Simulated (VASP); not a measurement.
Runs of VASP 6.6.1 on LaFeGe. The structure is that of space group P-6m2 (No. 187), or close to it. The cells are those of the table. 

| level | fixed moment (μB) | cell | k mesh | smearing | gap on the mesh (eV) | pressure (GPa) | moment (μB) |
| --- | --- | --- | --- | --- | --- | --- | --- |
| PBE | 1.5 | a = 4.232, b = 4.232, c = 4.286 Å, angles 90.0, 90.0, 120.0°, 3 atoms | 6 × 6 × 5 | fermi-dirac 0.05 eV | - | -1.4 | 1.50 |
| PBE | 3.0 | a = 4.232, b = 4.232, c = 4.286 Å, angles 90.0, 90.0, 120.0°, 3 atoms | 6 × 6 × 5 | fermi-dirac 0.05 eV | - | 1.2 | 3.00 |
| PBE | - | a = 4.232, b = 4.232, c = 4.286 Å, angles 90.0, 90.0, 120.0°, 3 atoms | 6 × 6 × 5 | gaussian 0.1 eV | none | 0.0 | (b) |
| PBE | 2.2 | a = 4.232, b = 4.232, c = 4.286 Å, angles 90.0, 90.0, 120.0°, 3 atoms | 6 × 6 × 5 | fermi-dirac 0.05 eV | - | -0.1 | 2.20 |
| PBEsol | - | a = 4.232, b = 4.232, c = 4.286 Å, angles 90.0, 90.0, 120.0°, 3 atoms | 6 × 6 × 5 | gaussian 0.01 eV | none | (a) | 2.31 |
| PBE | 6.0 | a = 4.232, b = 4.232, c = 4.286 Å, angles 90.0, 90.0, 120.0°, 3 atoms | 6 × 6 × 5 | fermi-dirac 0.05 eV | - | 7.7 | 6.00 |
| PBE | - | a = 4.287, b = 4.287, c = 4.342 Å, angles 90.0, 90.0, 120.0°, 3 atoms | 7 × 7 × 6 | fermi-dirac 0.05 eV | none | -2.7 | 2.34 |
| PBE | 4.5 | a = 4.232, b = 4.232, c = 4.286 Å, angles 90.0, 90.0, 120.0°, 3 atoms | 6 × 6 × 5 | fermi-dirac 0.05 eV | - | 3.6 | 4.50 |

Alike in all rows: task single point; potentials or basis VASP PAW PBE potentials, release 64 (La, Ge_d, Fe); spin collinear, ferromagnetic start; cutoff (eV) 520.

Q: Estimate the missing entries.

A: (a) -3.9; (b) 2.30.

Caveats: spin-orbit coupling is left out, which moves the levels of the heavy elements; the total moment is fixed, so each spin has its own Fermi level (some runs); the PAW data sets were made with another functional, which shifts forces and pressure a little (some runs).

A k mesh can miss the band edges, and the runs leave out spin-orbit coupling on Ge, La.

A gap of «none» marks levels without a gap at the run's occupations.
